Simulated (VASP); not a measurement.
Wanted: the native input for a VASP 6.6.1 run.

- Task: single point
- Functional: PBEsol
- Potentials or basis: VASP PAW PBE potentials, release 64 (Rh_pv)
- Cutoff: 520 eV
- k mesh: 18 × 18 × 12
- Occupations: gaussian, width 0.15 eV
- Spin: no spin polarisation
- Dipole correction: no
- Further INCAR settings: ALGO = Fast; EDIFF = 1e-07; NBANDS = 22

The structure of Rh lies in POSCAR:

```
Rh
1.0
    2.7309790422      0.0000000000      0.0000000000
   -1.3654895211      2.3650972278      0.0000000000
    0.0000000000      0.0000000000      4.4284890000
Rh
2
Direct
    0.5849849654      0.2735381779      0.7048378691
    0.3333333333      0.6666666667      0.2500000000
```

This cell differs from its parent crystal: atom 1 (Rh) moved by (-0.200, -0.200) A along [1 1 0] and z.

These files were run (other wordings do the same):

INCAR

```
PREC     = Accurate       # precision mode
ENCUT    = 520            # plane-wave cutoff, eV
EDIFF    = 1E-7           # SCF threshold, eV
ISMEAR   = 0              # smearing method
SIGMA    = 0.15           # smearing width, eV
LREAL    = False          # projectors in reciprocal space
LASPH    = True           # aspherical terms in the spheres
NELM     = 60             # most SCF steps
ALGO     = Fast           # electronic algorithm
ISIF     = 2              # what is computed and relaxed
LWAVE    = False          # write WAVECAR
LCHARG   = False          # write CHGCAR
GGA      = PS             # functional
NBANDS   = 22             # bands
```

KPOINTS

```
Automatic mesh
0
Gamma
  18 18 12
```

Potentials or basis: VASP PAW PBE potentials, release 64 (Rh_pv).

Run with:

```bash
$ cat potpaw_PBE.64/Rh_pv/POTCAR > POTCAR
$ mpirun -np 1 vasp_std > vasp.out
```

It gave:

* Pressure: -6.9 GPa
* Largest force: 2.081 eV/Å
* Band gap on the k mesh: zero (bands 15 and 16 overlap by 2.03 eV)

Caveat: the cell differs from its parent crystal (atom 1 (Rh) moved by (-0.200, -0.200) A along [1 1 0] and z); the stress differs along the axes, from -11 to -3 GPa; the PAW data sets were made with another functional, which shifts forces and pressure a little.

It took 27 min on 1 thread of Intel Xeon 8259CL (shared host), peak memory 0.93 GiB.
